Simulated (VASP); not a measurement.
Input of a VASP 6.6.1 run:

File INCAR:

```
SYSTEM = K
ALGO     = Normal         ! electronic algorithm
EDIFF    = 1E-6           ! SCF threshold, eV
ENCUT    = 500            ! plane-wave cutoff, eV
GGA      = CA             ! functional
GGA_COMPAT= .False.      
ISIF     = 2              ! what is computed and relaxed
ISMEAR   = 1              ! smearing method
LASPH    = .True.         ! aspherical terms in the spheres
LCHARG   = .False.        ! write CHGCAR
LREAL    = .False.        ! projectors in reciprocal space
LWAVE    = .False.        ! write WAVECAR
NBANDS   = 10             ! bands
NELM     = 120            ! most SCF steps
PREC     = Accurate       ! precision mode
SIGMA    = 0.15           ! smearing width, eV
```

File KPOINTS:

```
k-points
0
Gamma
  6 6 6
  0 0 0
```

POSCAR

```
K
1.0
    4.1922852841      0.0000000000      0.0000000000
    0.0000000000      4.1922852841      0.0000000000
    0.0000000000      0.0000000000      4.1922852841
K
1
Direct
    0.0000000000      0.0000000000      0.0000000000
```

Potentials or basis: VASP PAW LDA potentials, release 64 (K_sv).

Run with:

```console
$ cat potpaw_LDA.64/K_sv/POTCAR > POTCAR
$ mpirun -np 1 vasp_std > vasp.out
```

Question: Estimate the pressure.

Answer: -0.2 GPa.

Question: Estimate the band gap on the k mesh.

Answer: Zero (an odd number of electrons rules out a gap without spin polarisation).
